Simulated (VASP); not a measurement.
A run of VASP 6.6.1:

INCAR

```
SYSTEM = In2O3
PREC = Accurate
ENCUT = 520
EDIFF = 1E-7
ISMEAR = -1
SIGMA = 0.02
LREAL = .False.
LASPH = .True.
NELM = 100
ALGO = Normal
ISIF = 2
LWAVE = .False.
LCHARG = .True.
GGA = PE
LELF = .True.
LVHAR = .True.
NBANDS = 30
```

File KPOINTS:

```
regular mesh
0
Gamma
  12 12 4
  0 0 0
```

Contents of POSCAR:

```
In2O3
1.0
    3.4198147543      0.0000000000      0.0000000000
   -1.7099073772      2.9616464535      0.0000000000
    0.0000000000      0.0000000000      6.0963728731
In O
2 3
Direct
    0.3333333333      0.6666666667      0.2370774608
    0.6666666667      0.3333333333      0.7629225392
    0.0000000000      0.0000000000      0.0000000000
    0.3333333333      0.6666666667      0.6542361063
    0.6666666667      0.3333333333      0.3457638937
```

Potentials or basis: VASP PAW PBE potentials, release 64 (In_d, O).

Run with:

```console
$ cat potpaw_PBE.64/In_d/POTCAR potpaw_PBE.64/O/POTCAR > POTCAR
$ mpirun -np 1 vasp_std > vasp.out
```

Hardware: 1 thread of AMD EPYC 7R13 Processor (Zen 3) (shared host).

**Question.** Estimate the wall time of this run.

**Answer.** It took 2.1 min on 1 thread of AMD EPYC 7R13 Processor (Zen 3) (shared host), peak memory 0.22 GiB. Counts: scf iterations 17, k points 69.
